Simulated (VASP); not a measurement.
# GeBr (Pm-3m) in VASP: a series of runs, part 2 of 2

VASP 6.6.1. Earlier steps stand in the parts before.

### Step 3. Single point, PBE

This run uses another cell than the first one, of 23.61 Å³/atom.

Contents of INCAR:

```
PREC     = Accurate       # precision mode
ENCUT    = 520            # plane-wave cutoff, eV
EDIFF    = 1E-7           # SCF threshold, eV
ISMEAR   = 0              # smearing method
SIGMA    = 0.1            # smearing width, eV
LREAL    = False          # projectors in reciprocal space
LASPH    = True           # aspherical terms in the spheres
NELM     = 60             # most SCF steps
ALGO     = Normal         # electronic algorithm
ISIF     = 2              # what is computed and relaxed
LWAVE    = False          # write WAVECAR
LCHARG   = False          # write CHGCAR
GGA      = PE             # functional
NBANDS   = 18             # bands
```

Contents of KPOINTS:

```
Automatic mesh
0
Gamma
  16 16 16
```

Contents of POSCAR:

```
GeBr
1.0
    3.6144234816      0.0000000000      0.0000000000
    0.0000000000      3.6144234816      0.0000000000
    0.0000000000      0.0000000000      3.6144234816
Ge Br
1 1
Direct
    0.5000000000      0.5000000000      0.5000000000
    0.0000000000      0.0000000000      0.0000000000
```

Potentials or basis: VASP PAW PBE potentials, release 64 (Ge_d, Br).

The run is started by

```bash
$ cat potpaw_PBE.64/Ge_d/POTCAR potpaw_PBE.64/Br/POTCAR > POTCAR
$ mpirun -np 1 vasp_std > vasp.out
```

Run time: 91 s. Hardware: 1 thread of Intel Xeon Platinum 8375C at 2.90GHz (Ice Lake), shared host; peak memory 0.26 GiB.

The run converged. Its results:

| Quantity | Value |
| --- | --- |
| Free energy | -5.7056 eV |
| Pressure | 0.0 GPa |
| Band gap on the k mesh | zero (an odd number of electrons rules out a gap without spin polarisation) |

Levels at points of the mesh, in eV from the Fermi level:
```
           k point  band 7  band 8  band 9  band 10  band 11  band 12  band 13  band 14
(0.00, 0.00, 0.00)   -8.32   -3.94   -3.94    -3.94     3.51     3.51     3.51     3.81
(0.50, 0.00, 0.00)   -9.90   -3.13   -3.13    -2.66    -1.53     1.64     1.64     6.22
(0.50, 0.50, 0.00)   -8.04   -6.47   -6.47    -2.77     1.97     1.97     2.79     5.46
(0.50, 0.50, 0.50)   -6.97   -5.08   -5.08    -5.08    -1.92    -1.92    -1.92    12.04
```

Caveat: an odd number of electrons without spin polarisation forces a metal; a magnetic or distorted state may lie lower.

### Step 4. Relaxation of cell and atoms, PBE

This run uses another cell than the first one, of 23.61 Å³/atom.

Contents of INCAR:

```
PREC = Accurate ; ENCUT = 600
EDIFF = 1E-6 ; ISMEAR = 0
SIGMA = 0.1 ; LREAL = False
LASPH = True ; NELM = 80
ALGO = Normal ; ISIF = 3
LWAVE = False ; LCHARG = False
GGA = PE ; IBRION = 2
NSW = 100 ; EDIFFG = -0.01
```

KPOINTS is that of step 3.

POSCAR is that of step 3.

Potentials or basis: VASP PAW PBE potentials, release 64 (Ge_d, Br).

The run is started by

```bash
$ cat potpaw_PBE.64/Ge_d/POTCAR potpaw_PBE.64/Br/POTCAR > POTCAR
$ mpirun -np 1 vasp_std > vasp.out
```

OUTCAR:

```text
PREC = Accurate
   ENCUT = 600
   EDIFF = 1E-6
   ISMEAR = 0
   LREAL = False
   LASPH = True
   NELM = 80
   ISIF = 3
   GGA = PE
   IBRION = 2
   NSW = 100
   EDIFFG = -0.01

 ion  position               nearest neighbor table
   1  0.500  0.500  0.500-
   2  0.000  0.000  0.000-

  LATTYP: Found a simple cubic cell.
 ALAT       =     3.6144234816

  Lattice vectors:

 A1 = (   3.6144234816,   0.0000000000,   0.0000000000)
[... 595 lines left out ...]

------------------------ aborting loop because EDIFF is reached ----------------------------------------

  FORCE on cell =-STRESS in cart. coord.  units (eV):
  Direction    XX          YY          ZZ          XY          YZ          ZX
  --------------------------------------------------------------------------------------
  -------------------------------------------------------------------------------------
  Total        0.0003195      0.0003195      0.0003195      0.0000000      0.0000000      0.0000000
  in kB        0.0108420      0.0108420      0.0108420      0.0000000      0.0000000      0.0000000
  external PRESSURE =       0.0108420 kB  Pullay stress =       0.0000000 kB

 VOLUME and BASIS-vectors are now :
 -----------------------------------------------------------------------------
  energy-cutoff  :      600.00
  volume of cell :       47.22
      direct lattice vectors                 reciprocal lattice vectors
     3.614423482  0.000000000  0.000000000     0.276669296  0.000000000  0.000000000
     0.000000000  3.614423482  0.000000000     0.000000000  0.276669296  0.000000000
     0.000000000  0.000000000  3.614423482     0.000000000  0.000000000  0.276669296

 POSITION                                       TOTAL-FORCE (eV/Angst)
 -----------------------------------------------------------------------------------
      1.80721      1.80721      1.80721         0.000000      0.000000      0.000000
      0.00000      0.00000      0.00000         0.000000      0.000000      0.000000
 -----------------------------------------------------------------------------------
    total drift:                                0.000000      0.000000      0.000000

  FREE ENERGIE OF THE ION-ELECTRON SYSTEM (eV)
  ---------------------------------------------------
  free  energy   TOTEN  =        -5.7055762639 eV

  energy  without entropy=       -5.6956803161  energy(sigma->0) =       -5.70062829

 reached required accuracy - stopping structural energy minimisation
```

OSZICAR:

```text
N       E                     dE             d eps       ncg     rms          rms(c)
DAV:   1     0.136749466258E+03    0.13675E+03   -0.11702E+04  4904   0.323E+03
DAV:   2     0.108959664139E+02   -0.12585E+03   -0.12345E+03  5082   0.575E+02
DAV:   3    -0.531196917449E+01   -0.16208E+02   -0.15995E+02  5562   0.124E+02
DAV:   4    -0.576882983799E+01   -0.45686E+00   -0.45606E+00  5490   0.223E+01
DAV:   5    -0.577614718460E+01   -0.73173E-02   -0.73170E-02  5870   0.329E+00    0.625E+00
DAV:   6    -0.570859699100E+01    0.67550E-01   -0.16577E-01  6636   0.306E+00    0.342E+00
DAV:   7    -0.570583771551E+01    0.27593E-02   -0.41835E-02  5808   0.112E+00    0.957E-01
DAV:   8    -0.570558572914E+01    0.25199E-03   -0.72662E-03  5676   0.909E-01    0.525E-02
DAV:   9    -0.570555918237E+01    0.26547E-04   -0.44255E-04  6072   0.223E-01    0.406E-02
DAV:  10    -0.570557798891E+01   -0.18807E-04   -0.39075E-05  5442   0.433E-02    0.201E-02
DAV:  11    -0.570557638098E+01    0.16079E-05   -0.13758E-05  6044   0.377E-02    0.269E-03
DAV:  12    -0.570557626390E+01    0.11709E-06   -0.11956E-06  3576   0.104E-02
   1 F= -.57055763E+01 E0= -.57006283E+01  d E =-.570558E+01
```

It took 86 s on 1 thread of Intel Xeon Platinum 8375C at 2.90GHz (Ice Lake), shared host; peak memory 0.28 GiB.

Results:

```yaml
Free_energy: -5.7056 eV
Pressure_after_relaxing: 0.0 GPa
Band_gap_on_the_k_mesh: zero (an odd number of electrons rules out a gap without spin polarisation)
```

Final structure:
```
Ge Br
1.0
     3.61442    0.00000    0.00000
     0.00000    3.61442    0.00000
     0.00000    0.00000    3.61442
Ge Br
1 1
Cartesian
  1.8072 1.8072 1.8072
  0.0000 0.0000 0.0000
```

Caveat: the relaxation stopped at its first step, so nothing moved; an odd number of electrons without spin polarisation forces a metal; a magnetic or distorted state may lie lower.

### Step 5. Relaxation of cell and atoms, PBE

Contents of INCAR:

```
ALGO = Normal
EDIFF = 1E-6
EDIFFG = -0.01
ENCUT = 600
GGA = PE
IBRION = 2
ISIF = 3
ISMEAR = 0
LASPH = T
LCHARG = F
LREAL = F
LWAVE = F
NELM = 80
NSW = 100
PREC = Accurate
SIGMA = 0.1
```

Contents of KPOINTS:

```
k-points
0
Gamma
  16 16 16
```

Contents of POSCAR:

```
GeBr
1.0
    3.6910151600      0.0000000000      0.0000000000
    0.0000000000      3.6910151600      0.0000000000
    0.0000000000      0.0000000000      3.6910151600
Ge Br
1 1
Direct
    0.5000000000      0.5000000000      0.5000000000
    0.0000000000      0.0000000000      0.0000000000
```

The run is started by

```bash
$ cat potpaw_PBE.64/Ge_d/POTCAR potpaw_PBE.64/Br/POTCAR > POTCAR
$ mpirun -np 1 vasp_std > vasp.out
```

It took 4.2 min on 1 thread of Intel Xeon Platinum 8375C at 2.90GHz (Ice Lake), shared host; peak memory 0.3 GiB.

Results (log left out):

| Item | Value |
| --- | --- |
| Free energy | -5.7059 eV |
| Relaxed volume | 23.58 Å³/atom |
| Relaxed cell | a = 3.613 Å, b = 3.613 Å, c = 3.613 Å, α = 90.00°, β = 90.00°, γ = 90.00° |
| Space group after relaxing (to 0.1 Å) | Pm-3m (No. 221) |
| Energy gained by relaxing | 10.7 meV/atom |
| Ionic steps | 4 |
| Pressure after relaxing | 0.0 GPa |
| Band gap on the k mesh | zero (an odd number of electrons rules out a gap without spin polarisation) |

The path:
```csv
step,energy change (eV),largest force (eV/Å),pressure (GPa),volume (Å³)
1,0.0000,0.0000,-2.15,50.28
2,-0.0205,0.0000,-0.49,47.87
3,-0.0215,0.0000,-0.09,47.28
4,-0.0215,0.0000,0.03,47.16
```

Final structure:
```yaml
crystal:
  lattice:
    - [3.61281, 0.00000, 0.00000]
    - [0.00000, 3.61281, 0.00000]
    - [0.00000, 0.00000, 3.61281]
  atoms:
    - { symbol: Ge, position: [0.50000, 0.50000, 0.50000] }
    - { symbol: Br, position: [0.00000, 0.00000, 0.00000] }
```

Levels at points of the mesh, in eV from the Fermi level:
| k point | band 7 | band 8 | band 9 | band 10 | band 11 | band 12 | band 13 | band 14 |
| --- | --- | --- | --- | --- | --- | --- | --- | --- |
| (0.00, 0.00, 0.00) | -8.32 | -3.95 | -3.95 | -3.95 | 3.52 | 3.52 | 3.52 | 3.80 |
| (0.50, 0.00, 0.00) | -9.91 | -3.13 | -3.13 | -2.65 | -1.53 | 1.64 | 1.64 | 6.21 |
| (0.50, 0.50, 0.00) | -8.04 | -6.48 | -6.48 | -2.77 | 1.98 | 1.98 | 2.80 | 5.46 |
| (0.50, 0.50, 0.50) | -6.96 | -5.08 | -5.08 | -5.08 | -1.93 | -1.93 | -1.93 | 12.05 |

Caveat: an odd number of electrons without spin polarisation forces a metal; a magnetic or distorted state may lie lower.

### Step 6. Overview

```csv
task,cell,k mesh,cutoff (eV),gap on the mesh (eV),pressure (GPa)
single point,"a = 3.691 Å, 2 atoms",6 × 6 × 6,520,none,-1.9
single point,"a = 3.614 Å, 2 atoms",16 × 16 × 16,520,none,0.0
relaxation of cell and atoms,"relaxed from a = 3.614 Å, 2 atoms",16 × 16 × 16,600,none,0.0
relaxation of cell and atoms,"relaxed from a = 3.691 Å, 2 atoms",16 × 16 × 16,600,none,0.0
```

Alike in all rows: level PBE; potentials or basis VASP PAW PBE potentials, release 64 (Ge_d, Br); no spin polarisation; smearing gaussian 0.1 eV.

Caveats: an odd number of electrons without spin polarisation forces a metal; a magnetic or distorted state may lie lower; the relaxation stopped at its first step, so nothing moved (at least some runs).

Total energies depend on the potentials used, so only differences within one code and one set of settings carry meaning.
